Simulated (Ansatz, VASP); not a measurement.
# Two plane-wave programs on W

POSCAR

```
W
1.0
   -1.5752022110      1.5752022110      1.5752022110
    1.5752022110     -1.5752022110      1.5752022110
    1.5752022110      1.5752022110     -1.5752022110
W
1
Direct
    0.0000000000      0.0000000000      0.0000000000
```

File INCAR.step1:

```
SYSTEM = W
PREC = Accurate
ENCUT = 520
ISMEAR = 0
SIGMA = 0.05
LREAL = .FALSE.
LASPH = .TRUE.
NELM = 100
NBANDS = 13
GGA = PE
ALGO = Normal
EDIFF = 1E-4
LWAVE = .TRUE.
LCHARG = .FALSE.
```

Contents of INCAR.step2:

```
SYSTEM = W
PREC = Accurate
ENCUT = 520
EDIFF = 1E-6
ISMEAR = 0
SIGMA = 0.05
LREAL = .FALSE.
LASPH = .TRUE.
NELM = 100
ALGO = Normal
ISIF = 2
LWAVE = .FALSE.
LCHARG = .FALSE.
METAGGA = R2SCAN
LMIXTAU = .TRUE.
NBANDS = 13
ISTART = 1
```

Contents of KPOINTS:

```
Automatic mesh
0
G
  18 18 18
  0 0 0
```

Input for Ansatz:

```yaml
crystal:
  lattice:
    - [-1.5752022088, 1.5752022088, 1.5752022088]
    - [1.5752022088, -1.5752022088, 1.5752022088]
    - [1.5752022088, 1.5752022088, -1.5752022088]
  atoms:
    - { symbol: W, position: [0.0, 0.0, 0.0] }
basis:
  ecutwfc: 500
  ecutrho_ratio: 4
kpoints:
  mp_grid: { grid: [18, 18, 18] }
hamiltonian:
  xc: r2scan
scf:
  occupations: { method: gaussian, width: 0.05 }
output:
  forces: true
  stress: true
  eigenvalues: true
```

Alike in both runs: task single point; functional r2SCAN; k mesh 18 × 18 × 18; occupations gaussian, width 0.05 eV; no spin polarisation.

|  | VASP | Ansatz |
| --- | --- | --- |
| version | VASP 6.6.1 | Ansatz 0.2.0 |
| potentials or method | VASP PAW PBE potentials, release 64 (W_sv), cutoff 520 eV | scalar-relativistic, plane waves, PAW |
| valence electrons in the cell | 14 | 14 |

VASP gave:

```
gap on the k mesh at the Fermi level (eV) : none
pressure (GPa)                            : 7.0
```

Q: Which values does Ansatz return?

A: gap on the k mesh at the Fermi level (eV): none; pressure (GPa): 5.6.

VASP's potentials were made for PBE, not for r2SCAN. A gap of «none» marks a metal or a gap that the smearing closes.

Spin-orbit coupling is off throughout.
